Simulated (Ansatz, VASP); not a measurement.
Ti2B: VASP beside Ansatz

Contents of INCAR:

```
SYSTEM = Ti2B
ALGO = Normal ; EDIFF = 1E-6
ENCUT = 520 ; GGA = PE
ISIF = 2 ; ISMEAR = -1
LASPH = .TRUE. ; LCHARG = .TRUE.
LELF = .TRUE. ; LREAL = .FALSE.
LVHAR = .TRUE. ; LWAVE = .FALSE.
NBANDS = 36 ; NELM = 100
PREC = Accurate ; SIGMA = 0.1
```

KPOINTS

```
k-points
0
G
  5 5 5
  0 0 0
```

The input POSCAR:

```
Ti2B
1.0
   -2.8290690000      2.8290690000      2.3682650000
    2.8290690000     -2.8290690000      2.3682650000
    2.8290690000      2.8290690000     -2.3682650000
Ti B
4 2
Direct
    0.6644000000      0.1644000000      0.8288000000
    0.3356000000      0.8356000000      0.1712000000
    0.8356000000      0.6644000000      0.5000000000
    0.1644000000      0.3356000000      0.5000000000
    0.7500000000      0.7500000000      0.0000000000
    0.2500000000      0.2500000000      0.0000000000
```

Input for Ansatz:

```yaml
crystal:
  lattice:
    - [-2.829069, 2.829069, 2.368265]
    - [2.829069, -2.829069, 2.368265]
    - [2.829069, 2.829069, -2.368265]
  atoms:
    - { symbol: Ti, position: [0.6644, 0.16439999999999996, 0.8288] }
    - { symbol: Ti, position: [0.3356, 0.8356, 0.1712] }
    - { symbol: Ti, position: [0.8356, 0.6644, 0.5] }
    - { symbol: Ti, position: [0.1644, 0.3356, 0.5] }
    - { symbol: B, position: [0.75, 0.75, 0.0] }
    - { symbol: B, position: [0.25, 0.25, 0.0] }
basis:
  ecutwfc: 470.0
kpoints:
  mp_grid:
    grid: [5, 5, 5]
hamiltonian:
  xc: pbe
scf:
  occupations:
    method: fermi_dirac
output:
  stress: true
```

Alike in both runs: task single point; functional PBE; k mesh 5 × 5 × 5; no spin polarisation.

|  | VASP | Ansatz |
| --- | --- | --- |
| version | VASP 6.6.1 | Ansatz 0.2.0 |
| potentials or method | VASP PAW PBE potentials, release 64 (Ti_sv, B), cutoff 520 eV | plane waves, PAW |
| occupations | fermi-dirac, width 0.1 eV | fermi-dirac |
| valence electrons in the cell | 54 | 54 |

Ansatz gave:

| Quantity | Value |
| --- | --- |
| pressure (GPa) | 0.9 |
| traceless stress, the component that is largest in VASP (GPa) | 0.32 |

Which values does VASP return?

Pressure (GPa): 0.8; traceless stress, the component that is largest in VASP (GPa): 0.29.
